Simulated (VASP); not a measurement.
Write the native input for VASP 6.6.1 that does the following.

- Task: single point
- Functional: PBE
- Potentials or basis: VASP PAW PBE potentials, release 64 (Ag, Cl)
- Cutoff: 520 eV
- k mesh: 8 × 8 × 8
- Occupations: gaussian, width 0.05 eV
- Spin: no spin polarisation
- Dipole correction: no
- Further INCAR settings: ALGO = Normal; EDIFF = 1e-06; NBANDS = 16

The structure of AgCl lies in POSCAR:

```
AgCl
1.0
    0.0000000000      2.8270680222      2.8270680222
    2.8060228508      0.0210451714      2.8060228508
    2.8060228508      2.8060228508      0.0210451714
Ag Cl
1 1
Direct
    0.5000000000      0.5000000000      0.5000000000
    0.0000000000      0.0000000000      0.0000000000
```

This cell differs from its parent crystal: strain +0.0150 x Voigt [0, 0, 0, 1, 0, 0].

The input as run:

INCAR

```
SYSTEM = AgCl
PREC = Accurate ; ENCUT = 520
EDIFF = 1E-6 ; ISMEAR = 0
SIGMA = 0.05 ; LREAL = .FALSE.
LASPH = .TRUE. ; NELM = 100
ALGO = Normal ; ISIF = 2
LWAVE = .FALSE. ; LCHARG = .TRUE.
GGA = PE ; LELF = .TRUE.
LVHAR = .TRUE. ; NBANDS = 16
```

KPOINTS

```
Automatic mesh
0
G
  8 8 8
  0 0 0
```

Potentials or basis: VASP PAW PBE potentials, release 64 (Ag, Cl).

Launch:

```bash
$ cat potpaw_PBE.64/Ag/POTCAR potpaw_PBE.64/Cl/POTCAR > POTCAR
$ mpirun -np 1 vasp_std > vasp.out
```

It gave:

| Item | Value |
| --- | --- |
| Pressure | -0.1 GPa |
| Band gap on the k mesh | 0.91 eV (least direct gap 3.06 eV) |

Caveat: the cell differs from its parent crystal (strain +0.0150 x Voigt [0, 0, 0, 1, 0, 0]).

Run time: 62 s on 1 thread of Intel Xeon 8259CL, with other jobs on the host, peak memory 0.22 GiB.
